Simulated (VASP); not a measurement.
**TePb (zincblende type): single point with PBE**

Crystal: TePb (zincblende type).

```xyz
2
Lattice="0.0000 2.9112 2.9112 2.9112 0.0000 2.9112 2.9112 2.9112 0.0000" Properties=species:S:1:pos:R:3 pbc="T T T"
Pb    0.0000    0.0000    0.0000
Te    1.4556    1.4556    1.4556
```

```
Program             : VASP 6.6.1
Task                : single point
Functional          : PBE
Potentials or basis : VASP PAW PBE potentials, release 64 (Pb_d, Te)
Cutoff              : 520 eV
k mesh              : 12 × 12 × 12
Occupations         : fermi-dirac, width 0.05 eV
Spin                : no spin polarisation
```

```
Pressure               : 68.7 GPa
Band gap on the k mesh : zero (bands 10 and 11 overlap by 2.20 eV)
```

Levels at points of the mesh, in eV from the Fermi level:
```tsv
k point	band 8	band 9	band 10	band 11	band 12	band 13
(0.00, 0.00, 0.00)	-2.89	-2.89	-2.89	0.43	0.43	0.43
(0.50, 0.00, 0.00)	-4.47	-4.47	-2.63	1.71	1.71	3.86
(0.50, 0.50, 0.00)	-6.27	-6.27	-1.69	-1.32	7.30	7.30
```

It took 79 s on 1 thread of Intel Xeon 8259CL (shared host), peak memory 0.22 GiB.

Caveat: the cell stands under pressure; spin-orbit coupling is left out, which moves the levels of the heavy elements.
